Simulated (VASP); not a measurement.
# Al2Cu (I4/mcm) in VASP: notebook, part 2 of 2

VASP 6.6.1. Earlier steps stand in the parts before.

## (3) Single point, PBEsol

This run uses another cell than the first one, of 14.45 Å³/atom.

The input, INCAR:

```
SYSTEM = Al2Cu
PREC = Accurate
ENCUT = 520
EDIFF = 1E-6
ISMEAR = 0
SIGMA = 0.1
LREAL = .False.
LASPH = .True.
NELM = 80
ALGO = Fast
ISIF = 2
LWAVE = .False.
LCHARG = .True.
GGA = PS
LELF = .True.
LVHAR = .True.
NBANDS = 26
```

The input, KPOINTS:

```
regular mesh
0
Gamma
  10 10 10
  0 0 0
```

The input, POSCAR:

```
Al2Cu
1.0
   -2.9961666526      2.9961666526      2.4142997894
    2.9961666526     -2.9961666526      2.4142997894
    2.9961666526      2.9961666526     -2.4142997894
Al Cu
4 2
Direct
    0.3406588574      0.1593411426      0.5000000000
    0.1593411426      0.6593411426      0.8186822852
    0.8406588574      0.3406588574      0.1813177148
    0.6593411426      0.8406588574      0.5000000000
    0.7500000000      0.7500000000      0.0000000000
    0.2500000000      0.2500000000      0.0000000000
```

Potentials or basis: VASP PAW PBE potentials, release 64 (Al, Cu).

Command:

```bash
$ cat potpaw_PBE.64/Al/POTCAR potpaw_PBE.64/Cu/POTCAR > POTCAR
$ mpirun -np 1 vasp_std > vasp.out
```

OUTCAR:

```text
SYSTEM = Al2Cu
   PREC = Accurate
   ENCUT = 520
   EDIFF = 1E-6
   ISMEAR = 0
   LREAL = .False.
   LASPH = .True.
   NELM = 80
   ISIF = 2
   GGA = PS

 ion  position               nearest neighbor table
   1  0.341  0.159  0.500-   5 2.56   6 2.56   6 2.56   5 2.56   4 2.70   4 2.86   4 2.86   3 3.08
                             2 3.08   2 3.08   3 3.08   3 3.19   2 3.19   3 3.19   2 3.19
   2  0.159  0.659  0.819-   5 2.56   6 2.56   5 2.56   6 2.56   3 2.70   3 2.86   3 2.86   4 3.08
                             1 3.08   1 3.08   4 3.08   1 3.19   4 3.19   1 3.19   4 3.19
   3  0.841  0.341  0.181-   5 2.56   6 2.56   5 2.56   6 2.56   2 2.70   2 2.86   2 2.86   4 3.08
                             1 3.08   1 3.08   4 3.08   1 3.19   4 3.19   1 3.19   4 3.19
   4  0.659  0.841  0.500-   6 2.56   5 2.56   5 2.56   6 2.56   1 2.70   1 2.86   1 2.86   3 3.08
                             2 3.08   2 3.08   3 3.08   3 3.19   2 3.19   2 3.19   3 3.19
   5  0.750  0.750  0.000-   6 2.41   6 2.41   2 2.56   3 2.56   4 2.56   1 2.56   4 2.56   1 2.56
                             2 2.56   3 2.56
   6  0.250  0.250  0.000-   5 2.41   5 2.41   1 2.56   2 2.56   3 2.56   3 2.56   1 2.56   2 2.56
                             4 2.56   4 2.56

  LATTYP: Found a body centered tetragonal cell.
 ALAT       =     5.9923333052
 C/A-ratio  =     0.8057962288

  Lattice vectors:

 A1 = (  -2.9961666526,   2.9961666526,   2.4142997894)
 A2 = (   2.9961666526,  -2.9961666526,   2.4142997894)
 A3 = (   2.9961666526,   2.9961666526,  -2.4142997894)

Analysis of symmetry for initial positions (statically):
=====================================================================
 Subroutine PRICEL returns:
 Original cell was already a primitive cell.

 Routine SETGRP: Setting up the symmetry group for a
 body centered tetragonal supercell.

 Subroutine GETGRP returns: Found 16 space group operations
 (whereof  8 operations were pure point group operations)
 out of a pool of 16 trial point group operations.

The static configuration has the point symmetry C_4h.
 The point group associated with its full space group is D_4h.

[... 146 lines left out ...]
   GGA     = PS    functional components
   LHFCALC =     F    Hartree Fock is set to
   AEXX    =    0.0000 exact exchange contribution
   IVDW    =     0    specifies the selected vdW correction
   LEPSILON=     F    determine dielectric tensor
   LRPA    =     F    only Hartree local field effects (RPA)
 non-spin polarized calculation
 RMM-DIIS sequential band-by-band and
 Gauss-broadening in eV      SIGMA  =   0.10
  energy-cutoff  :      520.00
  volume of cell :       86.69
 maximum number of plane-waves:      2358
   NGX = 19   NGY = 19   NGZ = 19

 number of electron      34.0000009 magnetization

 Free energy of the ion-electron system (eV)
  ---------------------------------------------------
  ext. energy  EPLUGINS =         0.00000000
  ---------------------------------------------------
  free energy    TOTEN  =       -26.01845758 eV

  energy without entropy =      -26.00934442  energy(sigma->0) =      -26.01390100

 E-fermi :   8.2178     XC(G=0): -11.0788

 val. band max:        8.2037866506   @ k =  -0.2000   0.4000   0.1000
 cond. band min:       8.2210753993   @ k =  -0.1000   0.3000   0.1000
 fundamental gap:      0.0172887487
 Fermi energy:         8.2178096232

 k-point     1 :       0.0000    0.0000    0.0000
  band No.  band energies     occupation
      1      -2.7403      2.00000
      2       2.7649      2.00000
      3       2.9599      2.00000
      4       2.9599      2.00000
      5       2.9810      2.00000
      6       3.9049      2.00000
[... 685 lines left out ...]
     25      15.3629      0.00000
     26      15.3925      0.00000

 [... further k-points ...]

------------------------ aborting loop because EDIFF is reached ----------------------------------------

  FORCE on cell =-STRESS in cart. coord.  units (eV):
  Direction    XX          YY          ZZ          XY          YZ          ZX
  --------------------------------------------------------------------------------------
  -------------------------------------------------------------------------------------
  Total        0.0588924      0.0588924      0.0833359      0.0000000      0.0000000      0.0000000
  in kB        1.0883963      1.0883963      1.5401388      0.0000000      0.0000000      0.0000000
  external PRESSURE =       1.2389772 kB  Pullay stress =       0.0000000 kB

 VOLUME and BASIS-vectors are now :
 -----------------------------------------------------------------------------
  energy-cutoff  :      520.00
  volume of cell :       86.69
      direct lattice vectors                 reciprocal lattice vectors
    -2.996166653  2.996166653  2.414299789     0.000000000  0.166879903  0.207099384
     2.996166653 -2.996166653  2.414299789     0.166879903  0.000000000  0.207099384
     2.996166653  2.996166653 -2.414299789     0.166879903  0.166879903  0.000000000

 POSITION                                       TOTAL-FORCE (eV/Angst)
 -----------------------------------------------------------------------------------
      0.95483      2.04134      0.00000        -0.001182      0.001182      0.000000
      3.95099      0.95483      0.00000        -0.001182     -0.001182     -0.000000
     -0.95483      2.04134      2.41430         0.001182      0.001182      0.000000
      2.04134      0.95483      2.41430         0.001182     -0.001182      0.000000
      0.00000      0.00000      3.62145         0.000000      0.000000      0.000000
      0.00000      0.00000      1.20715         0.000000     -0.000000      0.000000
 -----------------------------------------------------------------------------------
    total drift:                                0.000000     -0.000000      0.000000

  FREE ENERGIE OF THE ION-ELECTRON SYSTEM (eV)
  ---------------------------------------------------
  free  energy   TOTEN  =       -26.0184575773 eV

  energy  without entropy=      -26.0093444178  energy(sigma->0) =      -26.01390100
```

stdout:

```text
POSCAR found type information on POSCAR AlCu
 POSCAR found :  2 types and       6 ions
 scaLAPACK will be used
 -----------------------------------------------------------------------------
|                                                                             |
|                                                                             |
|     You enforced a specific xc type in the INCAR file but a different       |
|     I HOPE YOU KNOW WHAT YOU ARE DOING!                                     |
|                                                                             |
 -----------------------------------------------------------------------------

 LDA part: xc-table for (Slater+PW92), standard interpolation
 POSCAR, INCAR and KPOINTS ok, starting setup
 FFT: planning ... GRIDC
 FFT: planning ... GRID_SOFT
 FFT: planning ... GRID
 WAVECAR not read
 entering main loop
```

It took 9.1 min on 1 thread of Intel Xeon 8259CL, shared host; peak memory 0.31 GiB.

What came out:

| Quantity | Value |
| --- | --- |
| Free energy | -26.0185 eV |
| Pressure | 0.1 GPa |
| Band gap on the k mesh | zero (bands 17 and 18 overlap by 4.41 eV) |

Levels at points of the mesh, in eV from the Fermi level:
```csv
k point,band 13,band 14,band 15,band 16,band 17,band 18,band 19,band 20,band 21,band 22
"(0.00, 0.00, 0.00)",-2.99,-1.97,-1.43,-1.25,-1.25,-0.84,-0.22,0.08,1.53,1.53
"(0.50, 0.00, 0.00)",-3.13,-3.13,-2.64,-2.64,0.25,0.25,4.13,4.13,4.38,4.38
"(0.50, 0.50, 0.00)",-2.90,-2.86,-1.50,-1.30,-0.89,-0.68,0.83,1.30,4.69,4.78
"(0.50, 0.50, 0.50)",-3.40,-3.30,-3.30,-1.84,2.63,2.96,2.96,3.38,4.19,4.83
```

Caveat: the PAW data sets were made with another functional, which shifts forces and pressure a little.

## (4) Single point, PBEsol

This run uses another cell than the first one, of 14.46 Å³/atom.

The input, INCAR:

```
SYSTEM = Al2Cu
ALGO = Fast ; EDIFF = 1E-6
ENCUT = 520 ; GGA = PS
ISIF = 2 ; ISMEAR = -1
LASPH = .True. ; LCHARG = .False.
LREAL = .False. ; LWAVE = .False.
NBANDS = 26 ; NELM = 100
PREC = Accurate ; SIGMA = 0.15
```

The input, KPOINTS:

```
k-points
0
Gamma
  10 10 10
  0 0 0
```

The input, POSCAR:

```
Al2Cu
1.0
   -2.9985498325      2.9985498325      2.4124634398
    2.9985498325     -2.9985498325      2.4124634398
    2.9985498325      2.9985498325     -2.4124634398
Al Cu
4 2
Direct
    0.3407795397      0.1592204603      0.5000000000
    0.1592204603      0.6592204603      0.8184409206
    0.8407795397      0.3407795397      0.1815590794
    0.6592204603      0.8407795397      0.5000000000
    0.7500000000      0.7500000000      0.0000000000
    0.2500000000      0.2500000000      0.0000000000
```

Potentials or basis: VASP PAW PBE potentials, release 64 (Al, Cu).

Command:

```bash
$ cat potpaw_PBE.64/Al/POTCAR potpaw_PBE.64/Cu/POTCAR > POTCAR
$ mpirun -np 1 vasp_std > vasp.out
```

OUTCAR:

```text
SYSTEM = Al2Cu
   EDIFF = 1E-6
   ENCUT = 520
   GGA = PS
   ISIF = 2
   ISMEAR = -1
   LASPH = .True.
   LREAL = .False.
   NELM = 100
   PREC = Accurate

 ion  position               nearest neighbor table
   1  0.341  0.159  0.500-   6 2.56   6 2.56   5 2.56   5 2.56   4 2.70   4 2.86   4 2.86   3 3.08
                             2 3.08   2 3.08   3 3.08   3 3.19   2 3.19   3 3.19   2 3.19
   2  0.159  0.659  0.818-   5 2.56   6 2.56   5 2.56   6 2.56   3 2.70   3 2.86   3 2.86   4 3.08
                             1 3.08   1 3.08   4 3.08   1 3.19   4 3.19   1 3.19   4 3.19
   3  0.841  0.341  0.182-   5 2.56   6 2.56   5 2.56   6 2.56   2 2.70   2 2.86   2 2.86   4 3.08
                             1 3.08   1 3.08   4 3.08   1 3.19   4 3.19   1 3.19   4 3.19
   4  0.659  0.841  0.500-   5 2.56   5 2.56   6 2.56   6 2.56   1 2.70   1 2.86   1 2.86   3 3.08
                             2 3.08   2 3.08   3 3.08   3 3.19   2 3.19   2 3.19   3 3.19
   5  0.750  0.750  0.000-   6 2.41   6 2.41   4 2.56   4 2.56   1 2.56   3 2.56   2 2.56   1 2.56
                             2 2.56   3 2.56
   6  0.250  0.250  0.000-   5 2.41   5 2.41   1 2.56   1 2.56   3 2.56   4 2.56   3 2.56   2 2.56
                             4 2.56   2 2.56

  LATTYP: Found a body centered tetragonal cell.
 ALAT       =     5.9970996650
 C/A-ratio  =     0.8045433875

  Lattice vectors:

 A1 = (  -2.9985498325,   2.9985498325,   2.4124634398)
 A2 = (   2.9985498325,  -2.9985498325,   2.4124634398)
 A3 = (   2.9985498325,   2.9985498325,  -2.4124634398)

Analysis of symmetry for initial positions (statically):
=====================================================================
 Subroutine PRICEL returns:
 Original cell was already a primitive cell.

 Routine SETGRP: Setting up the symmetry group for a
 body centered tetragonal supercell.

 Subroutine GETGRP returns: Found 16 space group operations
 (whereof  8 operations were pure point group operations)
 out of a pool of 16 trial point group operations.

The static configuration has the point symmetry C_4h.
 The point group associated with its full space group is D_4h.

Analysis of symmetry for dynamics (positions and initial velocities):
[... 144 lines left out ...]
   LORBIT       =      0    0 simple, 1 ext, 2 COOP (PROOUT), +10 PAW based schemes
   GGA     = PS    functional components
   LHFCALC =     F    Hartree Fock is set to
   AEXX    =    0.0000 exact exchange contribution
   IVDW    =     0    specifies the selected vdW correction
   LEPSILON=     F    determine dielectric tensor
   LRPA    =     F    only Hartree local field effects (RPA)
 non-spin polarized calculation
 RMM-DIIS sequential band-by-band and
  energy-cutoff  :      520.00
  volume of cell :       86.76
 maximum number of plane-waves:      2358
   NGX = 19   NGY = 19   NGZ = 19

 number of electron      34.0000007 magnetization

 Free energy of the ion-electron system (eV)
  ---------------------------------------------------
  ext. energy  EPLUGINS =         0.00000000
  ---------------------------------------------------
  free energy    TOTEN  =       -26.08327154 eV

  energy without entropy =      -25.94131773  energy(sigma->0) =      -26.01229464

 E-fermi :   8.2377     XC(G=0): -11.0754

 val. band max:        8.2367140885   @ k =  -0.2000   0.2000   0.2000
 cond. band min:       8.2704837556   @ k =   0.1000   0.1000  -0.0000
 fundamental gap:      0.0337696671
 Fermi energy:         8.2376711258

 k-point     1 :       0.0000    0.0000    0.0000
  band No.  band energies     occupation
      1      -2.7435      2.00000
      2       2.7569      2.00000
      3       2.9528      2.00000
      4       2.9528      2.00000
      5       2.9668      2.00000
      6       3.8956      2.00000
[... 685 lines left out ...]
     25      15.3379      0.00000
     26      15.3721      0.00000

 [... further k-points ...]

------------------------ aborting loop because EDIFF is reached ----------------------------------------

  FORCE on cell =-STRESS in cart. coord.  units (eV):
  Direction    XX          YY          ZZ          XY          YZ          ZX
  --------------------------------------------------------------------------------------
  -------------------------------------------------------------------------------------
  Total       -0.0445861     -0.0445861     -0.0197175      0.0000000      0.0000000      0.0000000
  in kB       -0.8233160     -0.8233160     -0.3640988      0.0000000      0.0000000      0.0000000
  external PRESSURE =      -0.6702436 kB  Pullay stress =       0.0000000 kB

 VOLUME and BASIS-vectors are now :
 -----------------------------------------------------------------------------
  energy-cutoff  :      520.00
  volume of cell :       86.76
      direct lattice vectors                 reciprocal lattice vectors
    -2.998549833  2.998549833  2.412463440     0.000000000  0.166747270  0.207257027
     2.998549833 -2.998549833  2.412463440     0.166747270  0.000000000  0.207257027
     2.998549833  2.998549833 -2.412463440     0.166747270  0.166747270  0.000000000

 POSITION                                       TOTAL-FORCE (eV/Angst)
 -----------------------------------------------------------------------------------
      0.95486      2.04369      0.00000        -0.001757      0.001757      0.000000
      3.95341      0.95486      0.00000        -0.001757     -0.001757     -0.000000
     -0.95486      2.04369      2.41246         0.001757      0.001757      0.000000
      2.04369      0.95486      2.41246         0.001757     -0.001757      0.000000
      0.00000      0.00000      3.61870        -0.000000     -0.000000     -0.000000
      0.00000      0.00000      1.20623        -0.000000     -0.000000     -0.000000
 -----------------------------------------------------------------------------------
    total drift:                                0.000000     -0.000000      0.000000

  FREE ENERGIE OF THE ION-ELECTRON SYSTEM (eV)
  ---------------------------------------------------
  free  energy   TOTEN  =       -26.0832715417 eV

  energy  without entropy=      -25.9413177301  energy(sigma->0) =      -26.01229464
```

OSZICAR:

```text
N       E                     dE             d eps       ncg     rms          rms(c)
DAV:   1     0.184046971844E+03    0.18405E+03   -0.13711E+04  5304   0.147E+03
DAV:   2    -0.191213162449E+02   -0.20317E+03   -0.19088E+03  5316   0.288E+02
DAV:   3    -0.310584036570E+02   -0.11937E+02   -0.11195E+02  6864   0.896E+01
DAV:   4    -0.314130276708E+02   -0.35462E+00   -0.35279E+00  7898   0.135E+01
DAV:   5    -0.314184035067E+02   -0.53758E-02   -0.53748E-02  7976   0.165E+00    0.229E+01
RMM:   6    -0.374418428584E+02   -0.60234E+01   -0.11494E+02  6493   0.142E+02    0.199E+01
RMM:   7    -0.264572412977E+02    0.10985E+02   -0.35189E+01  5652   0.822E+01    0.347E+00
RMM:   8    -0.261638008271E+02    0.29344E+00   -0.21504E+00  5788   0.203E+01    0.132E+00
RMM:   9    -0.260911719861E+02    0.72629E-01   -0.51185E-01  5932   0.299E+00    0.619E-01
RMM:  10    -0.260885263206E+02    0.26457E-02   -0.66153E-02  6543   0.298E+00    0.397E-01
RMM:  11    -0.260830502721E+02    0.54760E-02   -0.11116E-02  6804   0.851E-01    0.896E-02
RMM:  12    -0.260833769893E+02   -0.32672E-03   -0.28268E-03  7598   0.346E-01    0.823E-02
RMM:  13    -0.260833056043E+02    0.71385E-04   -0.85619E-04  6847   0.181E-01    0.308E-02
RMM:  14    -0.260832701346E+02    0.35470E-04   -0.14736E-04  6734   0.127E-01    0.250E-02
RMM:  15    -0.260832707906E+02   -0.65605E-06   -0.48788E-05  7622   0.491E-02    0.209E-02
RMM:  16    -0.260832715417E+02   -0.75108E-06   -0.75670E-06  5932   0.172E-02
   1 F= -.26083272E+02 E0= -.26012295E+02  d E =-.141954E+00
```

stdout:

```text
POSCAR found type information on POSCAR AlCu
 POSCAR found :  2 types and       6 ions
 scaLAPACK will be used
 -----------------------------------------------------------------------------
|                                                                             |
|                                                                             |
|     You enforced a specific xc type in the INCAR file but a different       |
|     I HOPE YOU KNOW WHAT YOU ARE DOING!                                     |
|                                                                             |
 -----------------------------------------------------------------------------

 LDA part: xc-table for (Slater+PW92), standard interpolation
 POSCAR, INCAR and KPOINTS ok, starting setup
 FFT: planning ... GRIDC
 FFT: planning ... GRID_SOFT
 FFT: planning ... GRID
 WAVECAR not read
 entering main loop
```

Wall time 9.3 min (1 thread of Intel Xeon 8259CL, shared host); peak memory 0.31 GiB.

Results:

- Free energy: -26.0833 eV
- Pressure: -0.1 GPa
- Band gap on the k mesh: zero (bands 17 and 18 overlap by 4.43 eV)

Forces in eV/Å, atoms in the order of the input:
```
Al  -0.002  0.002  0.000
Al  -0.002 -0.002  0.000
Al   0.002  0.002  0.000
Al   0.002 -0.002  0.000
Cu   0.000  0.000  0.000
Cu   0.000  0.000  0.000
```

Levels at points of the mesh, in eV from the Fermi level:
```
           k point  band 14  band 15  band 16  band 17  band 18  band 19  band 20  band 21
(0.00, 0.00, 0.00)    -2.01    -1.45    -1.27    -1.27    -0.87    -0.25     0.05     1.51
(0.50, 0.00, 0.00)    -3.16    -2.67    -2.67     0.21     0.21     4.09     4.09     4.34
(0.50, 0.50, 0.00)    -2.88    -1.54    -1.33    -0.92    -0.70     0.79     1.25     4.66
(0.50, 0.50, 0.50)    -3.32    -3.32    -1.87     2.60     2.94     2.94     3.35     4.17
```

Caveat: the PAW data sets were made with another functional, which shifts forces and pressure a little.

## (5) The runs side by side

```csv
cell,k mesh,smearing,gap on the mesh (eV),pressure (GPa)
"a = 4.869 Å, angles 104.0, 104.0, 121.1°, 6 atoms, atomic positions A",6 × 6 × 6,gaussian 0.1 eV,none,1.1
"a = 4.877 Å, angles 104.2, 104.2, 120.7°, 6 atoms, atomic positions B",10 × 10 × 10,gaussian 0.1 eV,none,0.1
"a = 4.879 Å, angles 104.2, 104.2, 120.7°, 6 atoms, atomic positions C",10 × 10 × 10,fermi-dirac 0.15 eV,none,-0.1
```

Alike in all rows: task single point; level PBEsol; potentials or basis VASP PAW PBE potentials, release 64 (Al, Cu); no spin polarisation; cutoff (eV) 520.

Caveats: the PAW data sets were made with another functional, which shifts forces and pressure a little.

Total energies depend on the potentials used, so only differences within one code and one set of settings carry meaning.

The gap in the log of VASP goes by the Fermi energy; the results here count the filled bands.